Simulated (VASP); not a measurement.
# ZrB2 (P6/mmm) in VASP: a series of runs

The runs below take ZrB2 through single point, with PBEsol.

All numbers are computed with VASP 6.6.1; they aren't measurements. Logs are shortened: lines on timing, memory, paths and dates and some standing lists are left out, and cuts for length are marked.

**1. The cell of the first run**

It takes space group P6/mmm (No. 191, hexagonal). Conventional cell: a = 3.062 Å, b = 3.062 Å, c = 3.388 Å, α = 90.00°, β = 90.00°, γ = 120.00°. Zr (site symmetry 6/mmm) has 12 B at 2.45 Å and 6 Zr at 3.06 Å within 3.2 Å. B (site symmetry -6m2) has 3 B at 1.77 Å within 2.3 Å.

**2. Single point, PBEsol (volume scaled by 0.91, then relaxed in part)**

INCAR reads:

```
SYSTEM = ZrB2
PREC = Accurate ; ENCUT = 520
EDIFF = 1E-6 ; ISMEAR = 0
SIGMA = 0.1 ; LREAL = .False.
LASPH = .True. ; NELM = 60
ALGO = Normal ; ISIF = 2
LWAVE = .False. ; LCHARG = .False.
GGA = PS ; NBANDS = 16
```

KPOINTS reads:

```
regular mesh
0
Gamma
  18 18 12
  0 0 0
```

POSCAR reads:

```
ZrB2
1.0
    3.0620248000      0.0000000000      0.0000000000
   -1.5310124000      2.6517912638      0.0000000000
    0.0000000000      0.0000000000      3.3877597630
Zr B
1 2
Direct
    0.0000000000      0.0000000000      0.0000000000
    0.3333333333      0.6666666667      0.5000000000
    0.6666666667      0.3333333333      0.5000000000
```

Potentials or basis: VASP PAW PBE potentials, release 64 (Zr_sv, B).

Started as:

```console
> cat potpaw_PBE.64/Zr_sv/POTCAR potpaw_PBE.64/B/POTCAR > POTCAR
> mpirun -np 1 vasp_std > vasp.out
```

OUTCAR:

```text
SYSTEM = ZrB2
   PREC = Accurate
   ENCUT = 520
   EDIFF = 1E-6
   ISMEAR = 0
   LREAL = .False.
   LASPH = .True.
   NELM = 60
   ISIF = 2
   GGA = PS

 ion  position               nearest neighbor table
   1  0.000  0.000  0.000-   2 2.45   3 2.45   2 2.45   3 2.45   2 2.45   2 2.45   3 2.45   3 2.45
                             3 2.45   3 2.45   2 2.45   2 2.45
   2  0.333  0.667  0.500-   3 1.77   3 1.77   3 1.77   1 2.45   1 2.45   1 2.45   1 2.45   1 2.45
                             1 2.45
   3  0.667  0.333  0.500-   2 1.77   2 1.77   2 1.77   1 2.45   1 2.45   1 2.45   1 2.45   1 2.45
                             1 2.45

  LATTYP: Found a hexagonal cell.
 ALAT       =     3.0620248000
 C/A-ratio  =     1.1063789434

  Lattice vectors:

 A1 = (   3.0620248000,   0.0000000000,   0.0000000000)
 A2 = (  -1.5310124000,   2.6517912638,   0.0000000000)
 A3 = (   0.0000000000,   0.0000000000,   3.3877597630)

Analysis of symmetry for initial positions (statically):
=====================================================================
 Subroutine PRICEL returns:
 Original cell was already a primitive cell.

 Routine SETGRP: Setting up the symmetry group for a
 hexagonal supercell.

 Subroutine GETGRP returns: Found 24 space group operations
 (whereof 24 operations were pure point group operations)
 out of a pool of 24 trial point group operations.

The static configuration has the point symmetry D_6h.

Analysis of symmetry for dynamics (positions and initial velocities):
=====================================================================
 Subroutine PRICEL returns:
 Original cell was already a primitive cell.

 Routine SETGRP: Setting up the symmetry group for a
 hexagonal supercell.

 Subroutine GETGRP returns: Found 24 space group operations
 (whereof 24 operations were pure point group operations)
 out of a pool of 24 trial point group operations.

The dynamic configuration has the point symmetry D_6h.

 Subroutine INISYM returns: Found 24 space group operations
 (whereof 24 operations are pure point group operations),
 and found     1 'primitive' translations

----------------------------------------------------------------------------------------

                                     Primitive cell

  volume of cell :      27.5081

  direct lattice vectors                    reciprocal lattice vectors
     3.062024800  0.000000000  0.000000000     0.326581287  0.188551794  0.000000000
    -1.531012400  2.651791264  0.000000000     0.000000000  0.377103588  0.000000000
     0.000000000  0.000000000  3.387759763     0.000000000  0.000000000  0.295180317

  length of vectors
     3.062024800  3.062024800  3.387759763     0.377103588  0.377103588  0.295180317

  position of ions in fractional coordinates (direct lattice)
     0.000000000  0.000000000  0.000000000
     0.333333333  0.666666667  0.500000000
     0.666666667  0.333333333  0.500000000

  ion indices of the primitive-cell ions
   primitive index   ion index
                 1           1
                 2           2
                 3           3

----------------------------------------------------------------------------------------

 KPOINTS: regular mesh

Automatic generation of k-mesh.
 Grid dimensions read from file:
 generate k-points for:   18   18   12

 Generating k-lattice:

  Cartesian coordinates                     Fractional coordinates (reciprocal lattice)
     0.018143405  0.010475100  0.000000000     0.055555556  0.000000000  0.000000000
     0.000000000  0.020950199  0.000000000     0.000000000  0.055555556  0.000000000
     0.000000000  0.000000000  0.024598360     0.000000000  0.000000000  0.083333333

  Length of vectors
     0.020950199  0.020950199  0.024598360

  Shift w.r.t. Gamma in fractional coordinates (k-lattice)
     0.000000000  0.000000000  0.000000000

 Subroutine IBZKPT returns following result:
 ===========================================

 Found    259 irreducible k-points:

 Following reciprocal coordinates:
            Coordinates               Weight
  0.000000  0.000000  0.000000      1.000000
  0.055556  0.000000  0.000000      6.000000
  0.111111  0.000000  0.000000      6.000000
  0.166667  0.000000  0.000000      6.000000
  0.222222  0.000000  0.000000      6.000000
  0.277778 -0.000000  0.000000      6.000000
[... 16 lines left out ...]
  0.333333  0.111111  0.000000     12.000000
  0.388889  0.111111  0.000000     12.000000
 [... further k-points ...]
   k-points           NKPTS =    259   k-points in BZ     NKDIM =    259   number of bands    NBANDS=     16
   number of dos      NEDOS =    301   number of ions     NIONS =      3
   total plane-waves  NPLWV =  16128
   dimension x,y,z NGX =    24 NGY =   24 NGZ =   28
   dimension x,y,z NGXF=    48 NGYF=   48 NGZF=   56
   ions per type =               1   2
   NGX,Y,Z   is equivalent  to a cutoff of  13.03, 13.03, 13.74 a.u.
   NGXF,Y,Z  is equivalent  to a cutoff of  26.06, 26.06, 27.48 a.u.
[... 64 lines left out ...]
 Fermi energy:        11.7385390713

 k-point     1 :       0.0000    0.0000    0.0000
  band No.  band energies     occupation
      1     -36.4420      2.00000
      2     -14.7345      2.00000
      3     -13.9914      2.00000
      4     -13.9914      2.00000
      5      -1.4803      2.00000
      6       8.7925      2.00000
[... 8 lines left out ...]
     15      17.2549      0.00000
     16      17.2549      0.00000

 k-point     2 :       0.0556    0.0000    0.0000
  band No.  band energies     occupation
      1     -36.4366      2.00000
      2     -14.7268      2.00000
      3     -14.0366      2.00000
      4     -14.0010      2.00000
      5      -1.4101      2.00000
      6       8.6072      2.00000
[... 8 lines left out ...]
     15      17.7848      0.00000
     16      17.8708      0.00000

 k-point     3 :       0.1111    0.0000    0.0000
  band No.  band energies     occupation
      1     -36.4209      2.00000
      2     -14.7044      2.00000
      3     -14.1645      2.00000
      4     -14.0283      2.00000
      5      -1.2050      2.00000
      6       8.1155      2.00000
[... 8 lines left out ...]
     15      18.4669      0.00000
     16      18.8924      0.00000

 k-point     4 :       0.1667    0.0000    0.0000
  band No.  band energies     occupation
      1     -36.3968      2.00000
      2     -14.6700      2.00000
      3     -14.3555      2.00000
      4     -14.0698      2.00000
      5      -0.8792      2.00000
      6       7.4422      2.00000
[... 8 lines left out ...]
     15      19.1642      0.00000
     16      19.4788      0.00000

 k-point     5 :       0.2222    0.0000    0.0000
  band No.  band energies     occupation
      1     -36.3671      2.00000
      2     -14.6274      2.00000
      3     -14.5819      2.00000
      4     -14.1201      2.00000
      5      -0.4513      2.00000
      6       6.6868      2.00000
[... 8 lines left out ...]
     15      19.4213      0.00000
     16      20.8056      0.00000

 k-point     6 :       0.2778   -0.0000    0.0000
  band No.  band energies     occupation
      1     -36.3351      2.00000
      2     -14.8145      2.00000
      3     -14.5816      2.00000
      4     -14.1731      2.00000
      5       0.0594      2.00000
      6       5.9053      2.00000
[... 8 lines left out ...]
     15      20.1727      0.00000
     16      22.2689      0.00000
[... 267 lines left out ...]
 k-point    21 :       0.2222    0.1111    0.0000
  band No.  band energies     occupation
      1     -36.3253      2.00000
      2     -14.8366      2.00000
      3     -14.5675      2.00000
      4     -14.2430      2.00000
      5       0.2361      2.00000
      6       5.8973      2.00000
[... 8 lines left out ...]
     15      19.6816      0.00000
     16      21.8903      0.00000

 k-point    22 :       0.2778    0.1111    0.0000
  band No.  band energies     occupation
      1     -36.2969      2.00000
      2     -15.0186      2.00000
      3     -14.5267      2.00000
      4     -14.3075      2.00000
      5       0.8110      2.00000
      6       5.1875      2.00000
[... 8 lines left out ...]
     15      20.6940      0.00000
     16      22.7019      0.00000

 k-point    23 :       0.3333    0.1111    0.0000
  band No.  band energies     occupation
      1     -36.2735      2.00000
      2     -15.1635      2.00000
      3     -14.4930      2.00000
      4     -14.3597      2.00000
      5       1.4363      2.00000
      6       4.4630      2.00000
[... 8 lines left out ...]
     15      21.7343      0.00000
     16      22.3333      0.00000

 k-point    24 :       0.3889    0.1111    0.0000
  band No.  band energies     occupation
      1     -36.2582      2.00000
      2     -15.2566      2.00000
      3     -14.4710      2.00000
      4     -14.3934      2.00000
      5       2.0760      2.00000
      6       3.7617      2.00000
[... 8 lines left out ...]
     15      21.7023      0.00000
     16      22.5826      0.00000

 [... further k-points ...]

------------------------ aborting loop because EDIFF is reached ----------------------------------------

  FORCE on cell =-STRESS in cart. coord.  units (eV):
  Direction    XX          YY          ZZ          XY          YZ          ZX
  --------------------------------------------------------------------------------------
  -------------------------------------------------------------------------------------
  Total        4.9338489      4.9338489      4.9576246      0.0000000      0.0000000      0.0000000
  in kB      287.3662639    287.3662639    288.7510519      0.0000000      0.0000000      0.0000000
  external PRESSURE =     287.8278599 kB  Pullay stress =       0.0000000 kB

 VOLUME and BASIS-vectors are now :
 -----------------------------------------------------------------------------
  energy-cutoff  :      520.00
  volume of cell :       27.51
      direct lattice vectors                 reciprocal lattice vectors
     3.062024800  0.000000000  0.000000000     0.326581287  0.188551794  0.000000000
    -1.531012400  2.651791264  0.000000000     0.000000000  0.377103588  0.000000000
     0.000000000  0.000000000  3.387759763     0.000000000  0.000000000  0.295180317

 POSITION                                       TOTAL-FORCE (eV/Angst)
 -----------------------------------------------------------------------------------
      0.00000      0.00000      0.00000         0.000000      0.000000      0.000000
     -0.00000      1.76786      1.69388         0.000000     -0.000000      0.000000
      1.53101      0.88393      1.69388        -0.000000      0.000000      0.000000
 -----------------------------------------------------------------------------------
    total drift:                               -0.000000      0.000000     -0.000000

  FREE ENERGIE OF THE ION-ELECTRON SYSTEM (eV)
  ---------------------------------------------------
  free  energy   TOTEN  =       -26.1718640709 eV

  energy  without entropy=      -26.1709115719  energy(sigma->0) =      -26.17138782
```

Run time: 42 s. Hardware: 1 thread of Intel Xeon Platinum 8559C (Emerald Rapids), shared host; peak memory 0.23 GiB.

Results:

- Free energy: -26.1719 eV
- Pressure: 28.8 GPa
- Band gap on the k mesh: zero (band 9 reaches 12.48 eV, above the bottom of band 10 at 11.16 eV)

Levels at points of the mesh, in eV from the Fermi level:
| k point | band 7 | band 8 | band 9 | band 10 | band 11 | band 12 |
| --- | --- | --- | --- | --- | --- | --- |
| (0.00, 0.00, 0.00) | -2.95 | -2.91 | -2.21 | 3.88 | 3.88 | 4.81 |
| (0.50, 0.00, 0.00) | -4.29 | -3.20 | -3.09 | 2.46 | 2.59 | 5.61 |
| (0.00, 0.00, 0.50) | -1.06 | -1.06 | 0.24 | 0.24 | 0.82 | 0.82 |
| (0.50, 0.00, 0.50) | -5.09 | -4.56 | -1.71 | 4.40 | 4.62 | 6.09 |

Caveat: the cell differs from its parent crystal (volume scaled by 0.91, then relaxed in part); the PAW data sets were made with another functional, which shifts forces and pressure a little.

**3. Single point, PBEsol (volume scaled by 0.94, then relaxed in part)**

INCAR reads:

```
SYSTEM = ZrB2
PREC     = Accurate       ! precision mode
ENCUT    = 520            ! plane-wave cutoff, eV
EDIFF    = 1E-7           ! SCF threshold, eV
ISMEAR   = 0              ! smearing method
SIGMA    = 0.1            ! smearing width, eV
LREAL    = .FALSE.        ! projectors in reciprocal space
LASPH    = .TRUE.         ! aspherical terms in the spheres
NELM     = 60             ! most SCF steps
ALGO     = Normal         ! electronic algorithm
ISIF     = 2              ! what is computed and relaxed
LWAVE    = .FALSE.        ! write WAVECAR
LCHARG   = .FALSE.        ! write CHGCAR
GGA      = PS             ! functional
NBANDS   = 16             ! bands
```

KPOINTS reads:

```
Automatic mesh
0
G
  18 18 12
  0 0 0
```

POSCAR reads:

```
ZrB2
1.0
    3.0937407296      0.0000000000      0.0000000000
   -1.5468703648      2.6792580645      0.0000000000
    0.0000000000      0.0000000000      3.4280618156
Zr B
1 2
Direct
    0.0000000000      0.0000000000      0.0000000000
    0.3333333333      0.6666666667      0.5000000000
    0.6666666667      0.3333333333      0.5000000000
```

Potentials or basis: VASP PAW PBE potentials, release 64 (Zr_sv, B).

Started as:

```console
> cat potpaw_PBE.64/Zr_sv/POTCAR potpaw_PBE.64/B/POTCAR > POTCAR
> mpirun -np 1 vasp_std > vasp.out
```

Wall time 45 s (1 thread of Intel Xeon Platinum 8559C (Emerald Rapids), shared host); peak memory 0.23 GiB.

The run converged. Its results:

* Free energy: -26.3039 eV
* Pressure: 17.8 GPa
* Band gap on the k mesh: zero (band 9 reaches 12.08 eV, above the bottom of band 10 at 10.79 eV)

Levels at points of the mesh, in eV from the Fermi level:
```csv
k point,band 5,band 6,band 7,band 8,band 9,band 10,band 11,band 12,band 13,band 14
"(0.00, 0.00, 0.00)",-13.09,-2.87,-2.87,-2.83,-2.26,3.72,3.72,4.62,4.62,5.31
"(0.50, 0.00, 0.00)",-9.34,-8.50,-4.19,-3.17,-2.99,2.39,2.49,5.39,5.54,7.00
"(0.00, 0.00, 0.50)",-10.67,-7.21,-1.04,-1.04,0.24,0.24,0.79,0.79,2.08,5.16
"(0.50, 0.00, 0.50)",-10.32,-7.05,-4.96,-4.45,-1.82,4.19,4.45,5.84,7.06,7.17
```

Caveat: the cell differs from its parent crystal (volume scaled by 0.94, then relaxed in part); the PAW data sets were made with another functional, which shifts forces and pressure a little.

**4. Single point, PBEsol (volume scaled by 0.97, then relaxed in part)**

INCAR reads:

```
SYSTEM = ZrB2
ALGO = Normal
EDIFF = 1E-7
ENCUT = 520
GGA = PS
ISIF = 2
ISMEAR = 0
LASPH = .TRUE.
LCHARG = .FALSE.
LREAL = .FALSE.
LWAVE = .FALSE.
NBANDS = 16
NELM = 80
PREC = Accurate
SIGMA = 0.1
```

KPOINTS reads:

```
k-points
0
G
  18 18 12
  0 0 0
```

POSCAR reads:

```
ZrB2
1.0
    3.1247986227      0.0000000000      0.0000000000
   -1.5623993113      2.7061549890      0.0000000000
    0.0000000000      0.0000000000      3.4674985335
Zr B
1 2
Direct
    0.0000000000      0.0000000000      0.0000000000
    0.3333333333      0.6666666667      0.5000000000
    0.6666666667      0.3333333333      0.5000000000
```

Started as:

```console
> cat potpaw_PBE.64/Zr_sv/POTCAR potpaw_PBE.64/B/POTCAR > POTCAR
> mpirun -np 1 vasp_std > vasp.out
```

Run time: 49 s. Hardware: 1 thread of Intel Xeon Platinum 8559C (Emerald Rapids), shared host; peak memory 0.24 GiB.

The run converged. Its results:

```yaml
Free_energy: -26.3783 eV
Pressure: 8.4 GPa
Band_gap_on_the_k_mesh: zero (band 9 reaches 11.71 eV, above the bottom of band 10 at 10.44 eV)
```

Levels at points of the mesh, in eV from the Fermi level:
```csv
k point,band 6,band 7,band 8,band 9,band 10,band 11,band 12,band 13
"(0.00, 0.00, 0.00)",-2.79,-2.79,-2.76,-2.30,3.57,3.57,4.43,4.43
"(0.50, 0.00, 0.00)",-8.51,-4.08,-3.14,-2.89,2.32,2.39,5.19,5.31
"(0.00, 0.00, 0.50)",-7.14,-1.02,-1.02,0.24,0.24,0.76,0.76,1.97
"(0.50, 0.00, 0.50)",-7.03,-4.84,-4.35,-1.91,4.00,4.28,5.61,6.73
```

Caveat: the cell differs from its parent crystal (volume scaled by 0.97, then relaxed in part); the PAW data sets were made with another functional, which shifts forces and pressure a little.

**5. Single point, PBEsol**

This run uses another cell than the first one, of 10.25 Å³/atom, 1.118 times its volume.

INCAR reads:

```
SYSTEM = ZrB2
PREC = Accurate
ENCUT = 520
EDIFF = 1E-6
ISMEAR = 0
SIGMA = 0.1
LREAL = .False.
LASPH = .True.
NELM = 100
ALGO = Normal
ISIF = 2
LWAVE = .False.
LCHARG = .False.
GGA = PS
NBANDS = 16
```

KPOINTS reads:

```
regular mesh
0
Gamma
  18 18 12
  0 0 0
```

POSCAR reads:

```
ZrB2
1.0
    3.1700000000      0.0000000000      0.0000000000
   -1.5850000000      2.7453005300      0.0000000000
    0.0000000000      0.0000000000      3.5330000000
Zr B
1 2
Direct
    0.0000000000      0.0000000000      0.0000000000
    0.3333333333      0.6666666667      0.5000000000
    0.6666666667      0.3333333333      0.5000000000
```

Started as:

```console
> cat potpaw_PBE.64/Zr_sv/POTCAR potpaw_PBE.64/B/POTCAR > POTCAR
> mpirun -np 1 vasp_std > vasp.out
```

Run time: 49 s. Hardware: 1 thread of Intel Xeon Platinum 8559C (Emerald Rapids), shared host; peak memory 0.23 GiB.

Results (log left out):

* Free energy: -26.3977 eV
* Pressure: -3.8 GPa
* Band gap on the k mesh: zero (band 9 reaches 11.18 eV, above the bottom of band 10 at 9.92 eV)

Stress tensor (GPa, compression positive):
```
-3.60  0.00  0.00
 0.00 -3.60  0.00
 0.00  0.00 -4.16
```

Levels at points of the mesh, in eV from the Fermi level:
| k point | band 7 | band 8 | band 9 | band 10 | band 11 | band 12 |
| --- | --- | --- | --- | --- | --- | --- |
| (0.00, 0.00, 0.00) | -2.67 | -2.66 | -2.37 | 3.35 | 3.35 | 4.15 |
| (0.50, 0.00, 0.00) | -3.94 | -3.08 | -2.75 | 2.21 | 2.25 | 4.90 |
| (0.00, 0.00, 0.50) | -0.98 | -0.98 | 0.27 | 0.27 | 0.72 | 0.72 |
| (0.50, 0.00, 0.50) | -4.65 | -4.19 | -2.03 | 3.69 | 4.04 | 5.28 |

Caveat: the PAW data sets were made with another functional, which shifts forces and pressure a little.

**6. The runs side by side**

| cell | gap on the mesh (eV) | pressure (GPa) |
| --- | --- | --- |
| a = 3.062, b = 3.062, c = 3.388 Å, angles 90.0, 90.0, 120.0°, 3 atoms | none | 28.8 |
| a = 3.094, b = 3.094, c = 3.428 Å, angles 90.0, 90.0, 120.0°, 3 atoms | none | 17.8 |
| a = 3.125, b = 3.125, c = 3.467 Å, angles 90.0, 90.0, 120.0°, 3 atoms | none | 8.4 |
| a = 3.170, b = 3.170, c = 3.533 Å, angles 90.0, 90.0, 120.0°, 3 atoms | none | -3.8 |

Alike in all rows: task single point; level PBEsol; potentials or basis VASP PAW PBE potentials, release 64 (Zr_sv, B); no spin polarisation; k mesh 18 × 18 × 12; cutoff (eV) 520; smearing gaussian 0.1 eV.

Caveats: the PAW data sets were made with another functional, which shifts forces and pressure a little.

Total energies depend on the potentials used, so only differences within one code and one set of settings carry meaning.
